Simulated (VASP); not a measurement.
# HC18F in VASP: a series of runs

Runs on HC18F. Level: PBE+D3(BJ). Tasks: single point.

All numbers are computed with VASP 6.6.1; they aren't measurements. Logs are shortened: lines on timing, memory, paths and dates and some standing lists are left out, and cuts for length are marked.

### 1 The cell of the first run

The cell holds a slab with vacuum, 20 atoms: a = 7.398 Å, b = 7.398 Å, c = 12.000 Å, α = 90.00°, β = 90.00°, γ = 120.00°.

### 2 Single point, PBE+D3(BJ)

Input file INCAR:

```
PREC     = Accurate       # precision mode
ENCUT    = 520            # plane-wave cutoff, eV
EDIFF    = 1E-6           # SCF threshold, eV
ISMEAR   = 0              # smearing method
SIGMA    = 0.05           # smearing width, eV
LREAL    = Auto         
LASPH    = True           # aspherical terms in the spheres
NELM     = 80             # most SCF steps
ALGO     = Normal         # electronic algorithm
ISIF     = 2              # what is computed and relaxed
LWAVE    = False          # write WAVECAR
LCHARG   = False          # write CHGCAR
GGA      = PE             # functional
IVDW     = 12             # dispersion correction
NBANDS   = 56             # bands
```

Input file KPOINTS:

```
Automatic mesh
0
Gamma
  2 2 1
```

Input file POSCAR:

```
HC18F
1.0
    7.3980000000      0.0000000000      0.0000000000
   -3.6990000000      6.4068560000      0.0000000000
    0.0000000000      0.0000000000     12.0000000000
C F H
18 1 1
Direct
   -0.0118111307     -0.0052743962      0.0758726537
    0.2153514190      0.1072171032      0.0767258563
   -0.0128953471      0.3281830907      0.0779618724
    0.2126235338      0.4401647430      0.1084334485
   -0.0091872200      0.6618902297      0.1069402696
    0.2179531327      0.7738961771      0.0787311428
    0.3250719914     -0.0038992176      0.0706876213
    0.5465838099      0.1062692066      0.0667076028
    0.3264817109      0.3263126899      0.0820668997
    0.5455756571      0.4374402847      0.0767124234
    0.3247159711      0.6658575057      0.0781633336
    0.5471049989      0.7738325337      0.0697522287
    0.6576104275     -0.0047110176      0.0662217264
    0.8790888488      0.1057895093      0.0696636311
    0.6567713553      0.3278216696      0.0706011151
    0.8789807268      0.4348306862      0.0785349337
    0.6580454250      0.6645925686      0.0759057526
    0.8766536458      0.7761635608      0.0811238631
    0.2099699634      0.4424110917      0.2341691198
   -0.0076519097      0.6597304208      0.2000244454
```

Potentials or basis: VASP PAW PBE potentials, release 64 (C, F, H).

Run with:

```console
$ cat potpaw_PBE.64/C/POTCAR potpaw_PBE.64/F/POTCAR potpaw_PBE.64/H/POTCAR > POTCAR
$ mpirun -np 1 vasp_std > vasp.out
```

OUTCAR:

```text
PREC = Accurate
   ENCUT = 520
   EDIFF = 1E-6
   ISMEAR = 0
   LREAL = Auto
   LASPH = True
   NELM = 80
   ISIF = 2
   GGA = PE
   IVDW = 12
 IVDW          = 12

 ion  position               nearest neighbor table
   1  0.988  0.995  0.076-  18 1.40  14 1.41   2 1.46
   2  0.215  0.107  0.077-   9 1.41   7 1.42   1 1.46
   3  0.987  0.328  0.078-  16 1.38  14 1.43   4 1.49
   4  0.213  0.440  0.108-   3 1.49  11 1.49   9 1.49  19 1.51
   5  0.991  0.662  0.107-  20 1.12   6 1.49  16 1.49  18 1.50
   6  0.218  0.774  0.079-  11 1.38   7 1.43   5 1.49
   7  0.325  0.996  0.071-   2 1.42   8 1.42   6 1.43
   8  0.547  0.106  0.067-   7 1.42  15 1.42  13 1.42
   9  0.326  0.326  0.082-  10 1.41   2 1.41   4 1.49
  10  0.546  0.437  0.077-   9 1.41  15 1.42  17 1.46
  11  0.325  0.666  0.078-   6 1.38  12 1.43   4 1.49
  12  0.547  0.774  0.070-  17 1.41  13 1.42  11 1.43
  13  0.658  0.995  0.066-  12 1.42  14 1.42   8 1.42
  14  0.879  0.106  0.070-   1 1.41  13 1.42   3 1.43
  15  0.657  0.328  0.071-  10 1.42   8 1.42  16 1.43
  16  0.879  0.435  0.079-   3 1.38  15 1.43   5 1.49
  17  0.658  0.665  0.076-  18 1.40  12 1.41  10 1.46
  18  0.877  0.776  0.081-   1 1.40  17 1.40   5 1.50
  19  0.210  0.442  0.234-   4 1.51
  20  0.992  0.660  0.200-   5 1.12

  LATTYP: Found a hexagonal cell.
 ALAT       =     7.3980000000
 C/A-ratio  =     1.6220600162

  Lattice vectors:

 A1 = (   7.3980000000,   0.0000000000,   0.0000000000)
 A2 = (  -3.6990000000,   6.4068560000,   0.0000000000)
 A3 = (   0.0000000000,   0.0000000000,  12.0000000000)

Analysis of symmetry for initial positions (statically):
=====================================================================
 Subroutine PRICEL returns:
 Original cell was already a primitive cell.

 Routine SETGRP: Setting up the symmetry group for a
 hexagonal supercell.

 Subroutine GETGRP returns: Found  1 space group operations
 (whereof  1 operations were pure point group operations)
 out of a pool of 24 trial point group operations.

The static configuration has the point symmetry C_1 .

Analysis of symmetry for dynamics (positions and initial velocities):
=====================================================================
 Subroutine PRICEL returns:
 Original cell was already a primitive cell.

 Routine SETGRP: Setting up the symmetry group for a
 hexagonal supercell.

 Subroutine GETGRP returns: Found  1 space group operations
 (whereof  1 operations were pure point group operations)
 out of a pool of 24 trial point group operations.

The dynamic configuration has the point symmetry C_1 .

 Subroutine INISYM returns: Found  1 space group operations
 (whereof  1 operations are pure point group operations),
 and found     1 'primitive' translations

----------------------------------------------------------------------------------------

                                     Primitive cell

  volume of cell :     568.7750

  direct lattice vectors                    reciprocal lattice vectors
     7.398000000  0.000000000  0.000000000     0.135171668  0.078041398  0.000000000
    -3.699000000  6.406856000  0.000000000     0.000000000  0.156082796  0.000000000
     0.000000000  0.000000000 12.000000000     0.000000000  0.000000000  0.083333333

  length of vectors
     7.398000000  7.398000054 12.000000000     0.156082797  0.156082796  0.083333333

  position of ions in fractional coordinates (direct lattice)
     0.988188869  0.994725604  0.075872654
     0.215351419  0.107217103  0.076725856
     0.987104653  0.328183091  0.077961872
     0.212623534  0.440164743  0.108433449
     0.990812780  0.661890230  0.106940270
     0.217953133  0.773896177  0.078731143
[... 12 lines left out ...]
     0.209969963  0.442411092  0.234169120
     0.992348090  0.659730421  0.200024445

  ion indices of the primitive-cell ions
   primitive index   ion index
                 1           1
                 2           2
                 3           3
                 4           4
                 5           5
                 6           6
[... 12 lines left out ...]
                19          19
                20          20

----------------------------------------------------------------------------------------

 KPOINTS: Automatic mesh

Automatic generation of k-mesh.
 Grid dimensions read from file:
 generate k-points for:    2    2    1

 Generating k-lattice:

  Cartesian coordinates                     Fractional coordinates (reciprocal lattice)
     0.067585834  0.039020699  0.000000000     0.500000000  0.000000000  0.000000000
     0.000000000  0.078041398  0.000000000     0.000000000  0.500000000  0.000000000
     0.000000000  0.000000000  0.083333333     0.000000000  0.000000000  1.000000000

  Length of vectors
     0.078041399  0.078041398  0.083333333

  Shift w.r.t. Gamma in fractional coordinates (k-lattice)
     0.000000000  0.000000000  0.000000000

 Subroutine IBZKPT returns following result:
 ===========================================

 Found      4 irreducible k-points:

 Following reciprocal coordinates:
            Coordinates               Weight
  0.000000  0.000000  0.000000      1.000000
  0.500000  0.000000  0.000000      1.000000
  0.000000  0.500000  0.000000      1.000000
  0.500000  0.500000  0.000000      1.000000
   k-points           NKPTS =      4   k-points in BZ     NKDIM =      4   number of bands    NBANDS=     56
   number of dos      NEDOS =    301   number of ions     NIONS =     20
   total plane-waves  NPLWV = 282240
   dimension x,y,z NGX =    56 NGY =   56 NGZ =   90
   dimension x,y,z NGXF=   112 NGYF=  112 NGZF=  180
   ions per type =              18   1   1
   NGX,Y,Z   is equivalent  to a cutoff of  12.58, 12.58, 12.47 a.u.
   NGXF,Y,Z  is equivalent  to a cutoff of  25.17, 25.17, 24.94 a.u.
 SYSTEM =  unknown system
   PREC   = accura    normal or accurate (medium, high low for compatibility)
   ISTART =      0    job   : 0-new  1-cont  2-samecut
   ICHARG =      2    charge: 1-file 2-atom 10-const
   ISPIN  =      1    spin polarized calculation?
   LNONCOLLINEAR =      F non collinear calculations
   LSORBIT =      F    spin-orbit coupling
   LASPH  =      T    aspherical Exc in radial PAW
   ENCUT  =  520.0 eV  38.22 Ry    6.18 a.u.  13.76 13.76 22.31*2*pi/ulx,y,z
   NELM   =     80;   NELMIN=  2; NELMDL= -5     # of ELM steps
   EDIFF  = 0.1E-05   stopping-criterion for ELM
   LREAL  =      T    real-space projection
   EDIFFG = 0.1E-04   stopping-criterion for IOM
   NSW    =      0    number of steps for IOM
   IBRION =     -1    ionic relax: 0-MD 1-quasi-New 2-CG
   NFREE  =      0    steps in history (QN), initial steepest desc. (CG)
   ISIF   =      2    stress and relaxation
   ISYM   =      2    0-nonsym 1-usesym 2-fastsym
   POTIM  = 0.5000    time-step for ionic-motion
   TEBEG  =    0.0;   TEEND  =   0.0 temperature during run
   PSTRESS=    0.0 pullay stress
   NELECT =      80.0000    total number of electrons
   NUPDOWN=      -1.0000    fix difference up-down
   EMIN   =  10.00;   EMAX   =-10.00  energy-range for DOS
   EFERMI =   0.00;   METHOD = LEGACY
   ISMEAR =     0;   SIGMA  =   0.05  broadening in eV -4-tet -1-fermi 0-gaus
   EFERMI_NEDOS =   21; number of points for ismear=-14 and -15
   IALGO  =     38    algorithm
   IMIX   =      4    mixing-type and parameters
     AMIX     =   0.40;   BMIX     =  1.00
     AMIX_MAG =   1.60;   BMIX_MAG =  1.00
  volume/ion in A,a.u.               =      28.44       191.91
  Fermi-wavevector in a.u.,A,eV,Ry     =   0.851382  1.608879  9.862209  0.724852
  Thomas-Fermi vector in A             =   1.967507
   LORBIT       =      0    0 simple, 1 ext, 2 COOP (PROOUT), +10 PAW based schemes
   GGA     = PE    functional components
   LHFCALC =     F    Hartree Fock is set to
   AEXX    =    0.0000 exact exchange contribution
   IVDW    =    12    specifies the selected vdW correction
   LEPSILON=     F    determine dielectric tensor
   LRPA    =     F    only Hartree local field effects (RPA)
 non-spin polarized calculation
 Gauss-broadening in eV      SIGMA  =   0.05
  energy-cutoff  :      520.00
  volume of cell :      568.78
 maximum number of plane-waves:     15363
 NGX is ok and might be reduce to    56
   NGX = 27   NGY = 27   NGZ = 45

 number of electron      79.9999996 magnetization

 Free energy of the ion-electron system (eV)
  ---------------------------------------------------
  ext. energy  EPLUGINS =         0.00000000
  ---------------------------------------------------
  free energy    TOTEN  =      -171.38184487 eV

  energy without entropy =     -171.38184467  energy(sigma->0) =     -171.38184477

 E-fermi :  -1.7383     XC(G=0):  -3.8319

 val. band max:       -1.9056421426   @ k =   0.0000   0.0000   0.0000
 cond. band min:      -1.5709476189   @ k =   0.0000   0.0000   0.0000
 fundamental gap:      0.3346945237
 Fermi energy:        -1.7382948528

 k-point     1 :       0.0000    0.0000    0.0000
  band No.  band energies     occupation
      1     -26.3676      2.00000
      2     -21.2844      2.00000
      3     -18.8888      2.00000
      4     -18.8473      2.00000
      5     -18.8104      2.00000
      6     -18.7617      2.00000
[... 44 lines left out ...]
     51       4.4625      0.00000
     52       4.7683      0.00000

 k-point     2 :       0.5000    0.0000    0.0000
  band No.  band energies     occupation
      1     -26.3673      2.00000
      2     -20.7208      2.00000
      3     -20.5722      2.00000
      4     -19.4413      2.00000
      5     -19.2779      2.00000
      6     -17.0219      2.00000
[... 44 lines left out ...]
     51       4.2000      0.00000
     52       4.3455      0.00000

 k-point     3 :       0.0000    0.5000    0.0000
  band No.  band energies     occupation
      1     -26.3673      2.00000
      2     -20.7203      2.00000
      3     -20.5728      2.00000
      4     -19.4412      2.00000
      5     -19.2777      2.00000
      6     -17.0214      2.00000
[... 44 lines left out ...]
     51       4.1999      0.00000
     52       4.3458      0.00000

 k-point     4 :       0.5000    0.5000    0.0000
  band No.  band energies     occupation
      1     -26.3673      2.00000
      2     -20.7384      2.00000
      3     -20.5531      2.00000
      4     -19.3651      2.00000
      5     -19.3628      2.00000
      6     -16.9830      2.00000
[... 44 lines left out ...]
     51       4.1897      0.00000
     52       4.3122      0.00000
 [bands above 52 left out]

------------------------ aborting loop because EDIFF is reached ----------------------------------------

 Edisp (eV)   -1.69691

 E8    (eV) :    -0.5212

  FORCE on cell =-STRESS in cart. coord.  units (eV):
  Direction    XX          YY          ZZ          XY          YZ          ZX
  --------------------------------------------------------------------------------------
  -------------------------------------------------------------------------------------
  Total       1.31438     3.30609     0.12101     1.72275     0.03141    -0.00398
  in kB       3.70245     9.31291     0.34086     4.85281     0.08848    -0.01120
  external pressure =        4.45 kB  Pullay stress =        0.00 kB

 VOLUME and BASIS-vectors are now :
 -----------------------------------------------------------------------------
  energy-cutoff  :      520.00
  volume of cell :      568.78
      direct lattice vectors                 reciprocal lattice vectors
     7.398000000  0.000000000  0.000000000     0.135171668  0.078041398  0.000000000
    -3.699000000  6.406856000  0.000000000     0.000000000  0.156082796  0.000000000
     0.000000000  0.000000000 12.000000000     0.000000000  0.000000000  0.083333333

 POSITION                                       TOTAL-FORCE (eV/Angst)
 -----------------------------------------------------------------------------------
      3.63113      6.37306      0.91047         0.018593      0.026285      0.003116
      1.19657      0.68692      0.92071        -0.006810     -0.015261     -0.008500
      6.08865      2.10262      0.93554        -0.000073     -0.010254      0.000226
     -0.05518      2.82007      1.30120         0.012734      0.005366     -0.160234
      4.88170      4.24064      1.28328         0.032402     -0.013820     -0.035400
     -1.25022      4.95824      0.94477        -0.014850     -0.014891     -0.001327
[... 12 lines left out ...]
     -0.08312      2.83446      2.81003        -0.004380      0.000437      0.178379
      4.90105      4.22680      2.40029        -0.008291      0.010791      0.043392
 -----------------------------------------------------------------------------------
    total drift:                               -0.017501     -0.007778      0.004755

  FREE ENERGIE OF THE ION-ELECTRON SYSTEM (eV)
  ---------------------------------------------------
  free  energy   TOTEN  =      -173.0787586662 eV

  energy  without entropy=     -173.0787584737  energy(sigma->0) =     -173.07875857
```

Wall time 5.5 min (1 thread of Intel Xeon Platinum 8259CL at 2.50GHz (Skylake/Cascade Lake), shared host); peak memory 0.6 GiB.

What came out:

| Item | Value |
| --- | --- |
| Free energy | -173.0788 eV |
| Largest force | 0.178 eV/Å |
| Band gap on the k mesh | 0.33 eV |
| Dispersion energy per atom | -0.085 eV |

Forces in eV/Å, atoms in the order of the input:
```
C    0.019  0.026  0.003
C   -0.007 -0.015 -0.009
C    0.000 -0.010  0.000
C    0.013  0.005 -0.160
C    0.032 -0.014 -0.035
C   -0.015 -0.015 -0.001
C   -0.012  0.015  0.001
C    0.009  0.008 -0.002
C   -0.017  0.005  0.006
C    0.015  0.020 -0.007
C    0.006 -0.006 -0.005
C    0.014 -0.005 -0.003
C   -0.014  0.005 -0.001
C    0.002 -0.022 -0.002
C   -0.007 -0.017  0.002
C   -0.010  0.038 -0.001
C   -0.006 -0.016 -0.009
C   -0.009 -0.014  0.002
F   -0.004  0.000  0.178
H   -0.008  0.011  0.043
```

Caveat: the k points lie up to 0.49 Å⁻¹ apart; there is no dipole correction, which matters where the two faces differ.

### 3 Single point, PBE+D3(BJ)

Input file INCAR:

```
PREC = Accurate
ENCUT = 520
EDIFF = 1E-6
ISMEAR = 0
SIGMA = 0.05
LREAL = Auto
LASPH = T
NELM = 100
ALGO = Normal
ISIF = 2
LWAVE = F
LCHARG = T
GGA = PE
IVDW = 12
LELF = T
LVHAR = T
NBANDS = 56
```

Input file KPOINTS:

```
regular mesh
0
Gamma
  2 2 1
```

Input file POSCAR:

```
HC18F
1.0
    7.3980000000      0.0000000000      0.0000000000
   -3.6990000000      6.4068560000      0.0000000000
    0.0000000000      0.0000000000     12.0000000000
C F H
18 1 1
Direct
   -0.0050761553     -0.0154486069      0.0745400833
    0.2198701012      0.0969818894      0.0744906667
   -0.0030163899      0.3195817106      0.0738410833
    0.2178364770      0.4301246977      0.0737611667
   -0.0031158664      0.6511007895      0.0748591667
    0.2181973804      0.7617161990      0.0742645833
    0.3303884064     -0.0133897188      0.0744677500
    0.5511458287      0.0968080132      0.0744012500
    0.3302485400      0.3177090292      0.0742961667
    0.5511063737      0.4281586788      0.0744954167
    0.3284319123      0.6511168661      0.0738282500
    0.5532301169      0.7636527183      0.0742507500
    0.6635885014     -0.0156259170      0.0743453333
    0.8844356139      0.0947928282      0.0742550833
    0.6613988240      0.3176924844      0.0744905000
    0.8863167318      0.4299005628      0.0743060833
    0.6635413469      0.6531056730      0.0745409167
    0.8842851602      0.7636733212      0.0748143333
    0.0789335131      0.5643955475      0.3275631667
    0.0481493704      0.5919070134      0.2558546667
```

Potentials or basis: VASP PAW PBE potentials, release 64 (C, F, H).

Run with:

```console
$ cat potpaw_PBE.64/C/POTCAR potpaw_PBE.64/F/POTCAR potpaw_PBE.64/H/POTCAR > POTCAR
$ mpirun -np 1 vasp_std > vasp.out
```

Run time: 4.8 min. Hardware: 1 thread of Intel Xeon Platinum 8259CL at 2.50GHz (Skylake/Cascade Lake), shared host; peak memory 0.6 GiB.

The run converged. Its results:

```
Free energy                : -175.2572 eV
Largest force              : 0.339 eV/Å
Band gap on the k mesh     : 0.21 eV
Dispersion energy per atom : -0.085 eV
```

Forces on the atoms (eV/Å):
```
C    0.007 -0.003 -0.003
C    0.003 -0.008 -0.002
C    0.006 -0.009  0.001
C    0.004 -0.006 -0.002
C    0.002  0.006 -0.003
C   -0.004  0.004  0.001
C   -0.006 -0.008  0.001
C    0.007  0.000 -0.002
C    0.002  0.003 -0.002
C    0.003  0.007 -0.007
C    0.009  0.003  0.002
C   -0.008  0.003 -0.003
C   -0.009 -0.001 -0.004
C    0.000  0.003 -0.001
C    0.004  0.009 -0.004
C   -0.006 -0.004  0.000
C   -0.003 -0.007 -0.003
C    0.010  0.000 -0.001
F    0.099 -0.054  0.320
H   -0.119  0.063 -0.287
```

Levels at points of the mesh, in eV from the valence-band top:
| k point | band 38 | band 39 | band 40 | band 41 | band 42 | band 43 |
| --- | --- | --- | --- | --- | --- | --- |
| (0.00, 0.00, 0.00) | -2.94 | -0.03 | 0.00 | 0.21 | 0.22 | 3.47 |
| (0.50, 0.00, 0.00) | -2.53 | -2.51 | -2.25 | 1.77 | 2.55 | 2.60 |
| (0.00, 0.50, 0.00) | -2.53 | -2.51 | -2.25 | 1.77 | 2.55 | 2.60 |
| (0.50, 0.50, 0.00) | -2.53 | -2.49 | -2.25 | 1.79 | 2.57 | 2.59 |

Caveat: the k points lie up to 0.49 Å⁻¹ apart; there is no dipole correction, which matters where the two faces differ.
